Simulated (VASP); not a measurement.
Runs of VASP 6.6.1 on BTe. The structure is that of space group P6_3/mmc (No. 194), or close to it. The cells are those of the table. 

| task | cell | k mesh | cutoff (eV) | smearing | gap on the mesh (eV) | pressure (GPa) | relaxed volume (Å³/atom) |
| --- | --- | --- | --- | --- | --- | --- | --- |
| single point | a = 3.520, b = 3.520, c = 6.274 Å, angles 90.0, 90.0, 120.0°, 4 atoms | 9 × 9 × 4 | 520 | gaussian 0.1 eV | none | 0.0 | - |
| single point | a = 3.535, b = 3.535, c = 6.248 Å, angles 90.0, 90.0, 120.0°, 4 atoms | 15 × 15 × 8 | 520 | fermi-dirac 0.15 eV | none | -0.1 | - |
| relaxation of cell and atoms | relaxed from a = 3.201, b = 3.201, c = 5.231 Å, angles 90.0, 90.0, 120.0°, 4 atoms | 9 × 9 × 4 | 600 | gaussian 0.1 eV | none | -0.3 | (a) |
| relaxation of cell and atoms | relaxed from a = 3.536, b = 3.536, c = 6.244 Å, angles 90.0, 90.0, 120.0°, 4 atoms | 15 × 15 × 8 | 600 | fermi-dirac 0.15 eV | none | 0.0 | 16.89 |

Alike in all rows: level PBE; potentials or basis VASP PAW PBE potentials, release 64 (B, Te); no spin polarisation.

Estimate the missing entries.

(a) 16.88.

Caveats: spin-orbit coupling is left out, which moves the levels of the heavy elements; the volume moved by over 15 % at a fixed basis, so the end points are rough (some runs).

A k mesh can miss the band edges, and the runs leave out spin-orbit coupling on Te.

A gap of «none» marks levels without a gap at the run's occupations.
